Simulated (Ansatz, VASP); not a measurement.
BaOs in VASP and in Ansatz

```xyz
2
Lattice="3.7280 0.0000 0.0000 0.0000 3.7280 0.0000 0.0000 0.0000 3.7280" Properties=species:S:1:pos:R:3 pbc="T T T"
Ba    0.0000    0.0000    0.0000
Os    1.8640    1.8640    1.8640
```

Alike in both runs: task single point; functional PBE; k mesh 8 × 8 × 8; occupations gaussian, width 0.05 eV; no spin polarisation.

|  | VASP | Ansatz |
| --- | --- | --- |
| version | VASP 6.6.1 | Ansatz 0.2.0 |
| potentials or method | VASP PAW PBE potentials, release 64 (Ba_sv, Os), cutoff 520 eV | scalar-relativistic, plane waves, PAW |
| valence electrons in the cell | 18 | 26 |

|  | VASP | Ansatz | Ansatz less VASP |
| --- | --- | --- | --- |
| gap on the k mesh at the Fermi level (eV) | none | none | - |
| pressure (GPa) | 1.8 | 0.0 | -1.80 |

A gap of «none» marks a metal or a gap that the smearing closes. With one functional, cell and mesh, what is left measures potentials, basis and numerics. VASP's potentials hold 18 valence electrons a cell and Ansatz's 26, so a difference there can come from the potentials and not from the codes.

Neither program's run includes spin-orbit coupling.
